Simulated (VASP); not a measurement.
# Ta (P6_3/mmc) in VASP: relaxation of cell and atoms with BLYP+D3(BJ)

Aim: the relaxation of cell and atoms of Ta with BLYP+D3(BJ).

Everything below comes from runs of VASP 6.6.1. Logs are shortened: lines on timing, memory, paths and dates and some standing lists are left out, and cuts for length are marked.

## 1. The cell of the first run

The structure is hexagonal, space group P6_3/mmc (No. 194). The conventional cell has a = 2.900 Å, b = 2.900 Å, c = 5.166 Å, α = 90.00°, β = 90.00°, γ = 120.00°. Within 3.8 Å of Ta (site symmetry -6m2) lie 12 Ta at 2.90 to 3.08 Å.

This isn't the form of Ta at room conditions, which is bcc.

## 2. Relaxation of cell and atoms, BLYP+D3(BJ)

Contents of INCAR:

```
  AGGAC = 1.0
  AGGAX = 1.0
  ALDAC = 0.0
  ALDAX = 1.0
  ALGO = Normal
  EDIFF = 1E-7
  EDIFFG = -0.01
  ENCUT = 500
  GGA = B5
  GGA_COMPAT = False
  IBRION = 2
  ISIF = 3
  ISMEAR = 0
  IVDW = 12
  LASPH = True
  LCHARG = False
  LREAL = False
  LWAVE = False
  NELM = 120
  NELMIN = 4
  NSW = 80
  PREC = Accurate
  SIGMA = 0.1
  VDW_A1 = 0.4298
  VDW_A2 = 4.2359
  VDW_S6 = 1.0
  VDW_S8 = 2.6996
```

Contents of KPOINTS:

```
k-points
0
Gamma
  11 11 6
```

Contents of POSCAR:

```
Ta
1.0
    2.9003720000      0.0000000000      0.0000000000
   -1.4501860000      2.5117958324      0.0000000000
    0.0000000000      0.0000000000      5.1662740000
Ta
2
Direct
    0.6666666667      0.3333333333      0.7500000000
    0.3333333333      0.6666666667      0.2500000000
```

Potentials or basis: VASP PAW PBE potentials, release 64 (Ta_sv_GW).

Started as:

```bash
cat potpaw_PBE.64/Ta_sv_GW/POTCAR > POTCAR
mpirun -np 1 vasp_std > vasp.out
```

OUTCAR:

```text
EDIFF = 1E-7
   EDIFFG = -0.01
   ENCUT = 500
   GGA = B5
   IBRION = 2
   ISIF = 3
   ISMEAR = 0
   IVDW = 12
   LASPH = True
   LREAL = False
   NELM = 120
   NELMIN = 4
   NSW = 80
   PREC = Accurate
 IVDW          = 12

 ion  position               nearest neighbor table
   1  0.667  0.333  0.750-   2 3.08   2 3.08   2 3.08   2 3.08   2 3.08   2 3.08
   2  0.333  0.667  0.250-   1 3.08   1 3.08   1 3.08   1 3.08   1 3.08   1 3.08

  LATTYP: Found a hexagonal cell.
 ALAT       =     2.9003720000
 C/A-ratio  =     1.7812453023

  Lattice vectors:

 A1 = (   2.9003720000,   0.0000000000,   0.0000000000)
 A2 = (  -1.4501860000,   2.5117958324,   0.0000000000)
 A3 = (   0.0000000000,   0.0000000000,   5.1662740000)

Analysis of symmetry for initial positions (statically):
=====================================================================
 Subroutine PRICEL returns:
 Original cell was already a primitive cell.

 Routine SETGRP: Setting up the symmetry group for a
 hexagonal supercell.

 Subroutine GETGRP returns: Found 24 space group operations
 (whereof 12 operations were pure point group operations)
 out of a pool of 24 trial point group operations.

The static configuration has the point symmetry D_3d.
 The point group associated with its full space group is D_6h.

Analysis of symmetry for dynamics (positions and initial velocities):
=====================================================================
 Subroutine PRICEL returns:
 Original cell was already a primitive cell.

 Routine SETGRP: Setting up the symmetry group for a
 hexagonal supercell.

 Subroutine GETGRP returns: Found 24 space group operations
 (whereof 12 operations were pure point group operations)
 out of a pool of 24 trial point group operations.

The dynamic configuration has the point symmetry D_3d.
 The point group associated with its full space group is D_6h.

 Subroutine INISYM returns: Found 24 space group operations
 (whereof 12 operations are pure point group operations),
 and found     1 'primitive' translations

----------------------------------------------------------------------------------------

                                     Primitive cell

  volume of cell :      37.6370

  direct lattice vectors                    reciprocal lattice vectors
     2.900372000  0.000000000  0.000000000     0.344783359  0.199060765  0.000000000
    -1.450186000  2.511795832  0.000000000     0.000000000  0.398121530  0.000000000
     0.000000000  0.000000000  5.166274000     0.000000000  0.000000000  0.193563098

  length of vectors
     2.900372000  2.900372000  5.166274000     0.398121530  0.398121530  0.193563098

  position of ions in fractional coordinates (direct lattice)
     0.666666667  0.333333333  0.750000000
     0.333333333  0.666666667  0.250000000

  ion indices of the primitive-cell ions
   primitive index   ion index
                 1           1
                 2           2

----------------------------------------------------------------------------------------

 KPOINTS: k-points

Automatic generation of k-mesh.
 Grid dimensions read from file:
 generate k-points for:   11   11    6

 Generating k-lattice:

  Cartesian coordinates                     Fractional coordinates (reciprocal lattice)
     0.031343942  0.018096433  0.000000000     0.090909091  0.000000000  0.000000000
     0.000000000  0.036192866  0.000000000     0.000000000  0.090909091  0.000000000
     0.000000000  0.000000000  0.032260516     0.000000000  0.000000000  0.166666667

  Length of vectors
     0.036192866  0.036192866  0.032260516

  Shift w.r.t. Gamma in fractional coordinates (k-lattice)
     0.000000000  0.000000000  0.000000000

 Subroutine IBZKPT returns following result:
 ===========================================

 Found     64 irreducible k-points:

 Following reciprocal coordinates:
            Coordinates               Weight
  0.000000  0.000000  0.000000      1.000000
  0.090909 -0.000000  0.000000      6.000000
  0.181818 -0.000000  0.000000      6.000000
  0.272727 -0.000000  0.000000      6.000000
  0.363636 -0.000000  0.000000      6.000000
  0.454545 -0.000000  0.000000      6.000000
[... 16 lines left out ...]
  0.090909  0.090909  0.166667     12.000000
  0.181818  0.090909  0.166667     24.000000
 [... further k-points ...]
   k-points           NKPTS =     64   k-points in BZ     NKDIM =     64   number of bands    NBANDS=     17
   number of dos      NEDOS =    301   number of ions     NIONS =      2
   total plane-waves  NPLWV =  23040
   dimension x,y,z NGX =    24 NGY =   24 NGZ =   40
   dimension x,y,z NGXF=    48 NGYF=   48 NGZF=   80
   ions per type =               2
   NGX,Y,Z   is equivalent  to a cutoff of  13.76, 13.76, 12.87 a.u.
   NGXF,Y,Z  is equivalent  to a cutoff of  27.51, 27.51, 25.74 a.u.
 SYSTEM =  unknown system
   PREC   = accura    normal or accurate (medium, high low for compatibility)
   ISTART =      0    job   : 0-new  1-cont  2-samecut
   ICHARG =      2    charge: 1-file 2-atom 10-const
   ISPIN  =      1    spin polarized calculation?
   LNONCOLLINEAR =      F non collinear calculations
   LSORBIT =      F    spin-orbit coupling
   LASPH  =      T    aspherical Exc in radial PAW
   ENCUT  =  500.0 eV  36.75 Ry    6.06 a.u.   5.29  5.29  9.42*2*pi/ulx,y,z
   NELM   =    120;   NELMIN=  4; NELMDL= -5     # of ELM steps
   EDIFF  = 0.1E-06   stopping-criterion for ELM
   LREAL  =      F    real-space projection
   EDIFFG = -.1E-01   stopping-criterion for IOM
   NSW    =     80    number of steps for IOM
   IBRION =      2    ionic relax: 0-MD 1-quasi-New 2-CG
   NFREE  =      1    steps in history (QN), initial steepest desc. (CG)
   ISIF   =      3    stress and relaxation
   ISYM   =      2    0-nonsym 1-usesym 2-fastsym
   POTIM  = 0.5000    time-step for ionic-motion
   TEBEG  =    0.0;   TEEND  =   0.0 temperature during run
   PSTRESS=    0.0 pullay stress
   NELECT =      26.0000    total number of electrons
   NUPDOWN=      -1.0000    fix difference up-down
   EMIN   =  10.00;   EMAX   =-10.00  energy-range for DOS
   EFERMI =   0.00;   METHOD = LEGACY
   ISMEAR =     0;   SIGMA  =   0.10  broadening in eV -4-tet -1-fermi 0-gaus
   EFERMI_NEDOS =   21; number of points for ismear=-14 and -15
   IALGO  =     38    algorithm
   IMIX   =      4    mixing-type and parameters
     AMIX     =   0.40;   BMIX     =  1.00
     AMIX_MAG =   1.60;   BMIX_MAG =  1.00
  volume/ion in A,a.u.               =      18.82       126.99
  Fermi-wavevector in a.u.,A,eV,Ry     =   1.447196  2.734805 28.495732  2.094377
  Thomas-Fermi vector in A             =   2.565179
   LORBIT       =      0    0 simple, 1 ext, 2 COOP (PROOUT), +10 PAW based schemes
   GGA     = B5    functional components
   LHFCALC =     F    Hartree Fock is set to
   AEXX    =    0.0000 exact exchange contribution
   IVDW    =    12    specifies the selected vdW correction
   LEPSILON=     F    determine dielectric tensor
   LRPA    =     F    only Hartree local field effects (RPA)
 conjugate gradient relaxation of ions
 non-spin polarized calculation
 Gauss-broadening in eV      SIGMA  =   0.10
  energy-cutoff  :      500.00
  volume of cell :       37.64
 maximum number of plane-waves:       968
 NGX is ok and might be reduce to    24
   NGX = 11   NGY = 11   NGZ = 19

--------------------------------------- Ionic step        1  -------------------------------------------

 number of electron      26.0000002 magnetization

 Free energy of the ion-electron system (eV)
  ---------------------------------------------------
  ext. energy  EPLUGINS =         0.00000000
  ---------------------------------------------------
  free energy    TOTEN  =       -25.06348479 eV

  energy without entropy =      -25.05558183  energy(sigma->0) =      -25.05953331

------------------------ aborting loop because EDIFF is reached ----------------------------------------

 Edisp (eV)   -3.13086

 E8    (eV) :    -2.4925

  FORCE on cell =-STRESS in cart. coord.  units (eV):
  Direction    XX          YY          ZZ          XY          YZ          ZX
  --------------------------------------------------------------------------------------
  -------------------------------------------------------------------------------------
  Total      -2.28884    -2.28884    -1.93914     0.00000     0.00000     0.00000
  in kB     -97.43389   -97.43389   -82.54759     0.00000     0.00000     0.00000
  external pressure =      -92.47 kB  Pullay stress =        0.00 kB
[... 261 lines left out ...]
  energy  without entropy=      -28.2389712288  energy(sigma->0) =      -28.24325580

--------------------------------------- Ionic step        8  -------------------------------------------

 number of electron      25.9999997 magnetization

 Free energy of the ion-electron system (eV)
  ---------------------------------------------------
  ext. energy  EPLUGINS =         0.00000000
  ---------------------------------------------------
  free energy    TOTEN  =       -24.95519907 eV

  energy without entropy =      -24.94662793  energy(sigma->0) =      -24.95091350

 E-fermi :  11.5380     XC(G=0): -12.4244

 val. band max:       11.5375952274   @ k =   0.1818   0.1818   0.0000
 cond. band min:      11.5463922222   @ k =   0.3636  -0.0000   0.0000
 fundamental gap:      0.0087969949
 Fermi energy:        11.5380056543

 k-point     1 :       0.0000    0.0000    0.0000
  band No.  band energies     occupation
      1     -55.7070      2.00000
      2     -55.6327      2.00000
      3     -22.9443      2.00000
      4     -21.9852      2.00000
      5     -21.8400      2.00000
      6     -21.8400      2.00000
[... 9 lines left out ...]
     16      12.6567      0.00000
     17      14.5635      0.00000
[... 443 lines left out ...]
      1     -55.6440      2.00000
      2     -55.5948      2.00000
      3     -22.7204      2.00000
      4     -22.3811      2.00000
      5     -22.3432      2.00000
      6     -22.0530      2.00000
[... 9 lines left out ...]
     16      13.3684      0.00000
     17      14.5812      0.00000

 [... further k-points ...]

------------------------ aborting loop because EDIFF is reached ----------------------------------------

 Edisp (eV)   -3.29234

 E8    (eV) :    -2.6217

  FORCE on cell =-STRESS in cart. coord.  units (eV):
  Direction    XX          YY          ZZ          XY          YZ          ZX
  --------------------------------------------------------------------------------------
  -------------------------------------------------------------------------------------
  Total       0.01192     0.01192    -0.01202     0.00000     0.00000     0.00000
  in kB       0.53260     0.53260    -0.53676     0.00000     0.00000     0.00000
  external pressure =        0.18 kB  Pullay stress =        0.00 kB
[... 17 lines left out ...]
  FREE ENERGIE OF THE ION-ELECTRON SYSTEM (eV)
  ---------------------------------------------------
  free  energy   TOTEN  =       -28.2475407580 eV

  energy  without entropy=      -28.2389696166  energy(sigma->0) =      -28.24325519

 reached required accuracy - stopping structural energy minimisation
```

It took 7.9 min on 1 thread of Intel Xeon 6975P-C (Granite Rapids), shared host; peak memory 0.2 GiB.

What came out:

* Free energy: -28.2475 eV
* Relaxed volume: 17.93 Å³/atom
* Relaxed cell: a = 2.852 Å, b = 2.852 Å, c = 5.092 Å, α = 90.00°, β = 90.00°, γ = 120.00°
* Space group after relaxing (to 0.1 Å): P6_3/mmc (No. 194)
* Energy gained by relaxing: 26.6 meV/atom
* Ionic steps: 8
* Pressure after relaxing: 0.0 GPa
* Band gap on the k mesh: zero (bands 13 and 14 overlap by 2.58 eV)
* Dispersion energy per atom: -1.646 eV

The path:
```
step  energy change (eV)  largest force (eV/Å)  pressure (GPa)  volume (Å³)
   1              0.0000                0.0000           -9.25        37.64
   2              0.2699                0.0000           29.08        32.02
   3             -0.0531                0.0000           -0.45        35.95
   4             -0.0532                0.0000           -0.05        35.88
   5             -0.0532                0.0000            0.15        35.84
   6             -0.0532                0.0000           -0.31        35.92
   7             -0.0532                0.0000           -0.09        35.87
   8             -0.0532                0.0000            0.02        35.87
```

Final structure:
```yaml
crystal:
  lattice:
    - [2.85185, 0.00000, 0.00000]
    - [-1.42593, 2.46978, 0.00000]
    - [0.00000, 0.00000, 5.09201]
  atoms:
    - { symbol: Ta, position: [0.66667, 0.33333, 0.75000] }
    - { symbol: Ta, position: [0.33333, 0.66667, 0.25000] }
```

Caveat: the dispersion term is far too large for a dense solid, which distorts pressure and volume; the PAW data sets were made with another functional, which shifts forces and pressure a little; spin-orbit coupling is left out, which moves the levels of the heavy elements.
